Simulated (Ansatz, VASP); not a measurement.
## ZrC in VASP and in Ansatz

POSCAR

```
ZrC
1.0
    2.9193288454      0.0000000000      0.0000000000
    0.0000000000      2.9193288454      0.0000000000
    0.0000000000      0.0000000000      2.9193288454
Zr C
1 1
Direct
    0.0000000000      0.0000000000      0.0000000000
    0.5000000000      0.5000000000      0.5000000000
```

The input INCAR.step1:

```
SYSTEM = ZrC
PREC = Accurate ; ENCUT = 660
ISMEAR = 0 ; SIGMA = 0.05
LREAL = .FALSE. ; LASPH = .TRUE.
NELM = 120 ; NBANDS = 15
GGA = PE ; ALGO = Normal
EDIFF = 1E-5 ; LWAVE = .TRUE.
LCHARG = .FALSE. ; GGA_COMPAT = .FALSE.
```

INCAR.step2

```
SYSTEM = ZrC
PREC = Accurate ; ENCUT = 660
EDIFF = 1E-6 ; ISMEAR = 0
SIGMA = 0.05 ; LREAL = .FALSE.
LASPH = .TRUE. ; NELM = 120
ALGO = Normal ; ISIF = 2
LWAVE = .FALSE. ; LCHARG = .FALSE.
METAGGA = R2SCAN ; LMIXTAU = .TRUE.
NBANDS = 15 ; ISTART = 1
GGA_COMPAT = .FALSE.
```

File KPOINTS:

```
regular mesh
0
G
  12 12 12
  0 0 0
```

Input for Ansatz:

```yaml
crystal:
  lattice:
    - [2.9193288454, 0.0, 0.0]
    - [0.0, 2.9193288454, 0.0]
    - [0.0, 0.0, 2.9193288454]
  atoms:
    - { symbol: Zr, position: [0.0, 0.0, 0.0] }
    - { symbol: C, position: [0.5, 0.5, 0.5] }
basis:
  ecutwfc: 500
  ecutrho_ratio: 4
kpoints:
  mp_grid: { grid: [12, 12, 12] }
hamiltonian:
  xc: r2scan
scf:
  occupations: { method: gaussian, width: 0.05 }
output:
  forces: true
  stress: true
  eigenvalues: true
```

Alike in both runs: task single point; functional r2SCAN; k mesh 12 × 12 × 12; occupations gaussian, width 0.05 eV; no spin polarisation.

```csv
,VASP,Ansatz
version,VASP 6.6.1,Ansatz 0.2.0
potentials or method,"VASP PAW PBE potentials, release 64 (Zr_sv, C), cutoff 660 eV","scalar-relativistic, plane waves, PAW"
valence electrons in the cell,16,16
```

Ansatz gave:

| Item | Value |
| --- | --- |
| pressure (GPa) | -0.7 |

Problem. What did VASP give for the same quantities?

Solution. Pressure (GPa): -0.6.

VASP's potentials were made for PBE, not for r2SCAN. With one functional, cell and mesh, what is left measures potentials, basis and numerics.
